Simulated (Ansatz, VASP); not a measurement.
**One calculation of B, two programs**

```
B
1.0
     0.00000    1.26689    1.26689
     1.26689    0.00000    1.26689
     1.26689    1.26689    0.00000
B
1
Direct
  0.00000 0.00000 0.00000
```

Change from the starting cell: volume scaled by 0.698, to set the pressure.

Alike in both runs: task single point; functional PBEsol; k mesh 25 × 25 × 25; occupations fermi-dirac, width 0.1 eV; no spin polarisation.

```csv
,VASP,Ansatz
version,VASP 6.6.1,Ansatz 0.2.0
potentials or method,"VASP PAW PBE potentials, release 64 (B)","PAW with Ansatz's default frozen-core files, scalar-relativistic"
plane-wave cutoff (eV),500,420
valence electrons in the cell,3,3
```

|  | VASP | Ansatz | Ansatz less VASP |
| --- | --- | --- | --- |
| pressure (GPa) | 192.6 | 191.6 | -1.01 |

VASP's potentials were made for PBE, not for PBEsol. Both programs put the cell under a high pressure, so it lies far from rest at this level.

Noted on VASP's run: the cell as given lies far from equilibrium.
